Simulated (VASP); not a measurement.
Write the native input for VASP 6.6.1 that does the following.

- Task: electric field gradients
- Functional: PBE
- Potentials or basis: VASP PAW PBE potentials, release 64 (Mg)
- Cutoff: 520 eV
- k mesh: 12 × 12 × 7
- Occupations: fermi-dirac, width 0.08 eV
- Spin: no spin polarisation
- Dipole correction: no
- Further INCAR settings: ALGO = Normal; EDIFF = 1e-08; NBANDS = 9

The structure of Mg lies in POSCAR:

```
Mg
1.0
    3.2092715325      0.0000000000      0.0000000000
   -1.6046357662      2.7793106748      0.0000000000
    0.0000000000      0.0000000000      5.2103300000
Mg
2
Direct
    0.3333333333      0.6666666667      0.2500000000
    0.6666666667      0.3333333333      0.7500000000
```

The input as run:

INCAR

```
PREC = Accurate
ENCUT = 520
EDIFF = 1E-8
ISMEAR = -1
SIGMA = 0.08
LREAL = False
LASPH = True
NELM = 60
ALGO = Normal
ISIF = 2
LWAVE = False
LCHARG = False
GGA = PE
LEFG = True
NBANDS = 9
```

KPOINTS

```
regular mesh
0
Gamma
  12 12 7
```

Potentials or basis: VASP PAW PBE potentials, release 64 (Mg).

Command:

```bash
$ cat potpaw_PBE.64/Mg/POTCAR > POTCAR
$ mpirun -np 1 vasp_std > vasp.out
```

It gave:

The pressure is -0.6 GPa and the band gap on the k mesh is zero (band 2 reaches 3.57 eV, above the bottom of band 3 at 1.33 eV).

Caveat: without QUAD_EFG the Cq values of the log hold for a quadrupole moment of 1 mb, not for the nuclei.

It took 15 s on 1 thread of AMD EPYC 7R13 Processor (Zen 3), with other jobs on the host, peak memory 0.14 GiB.
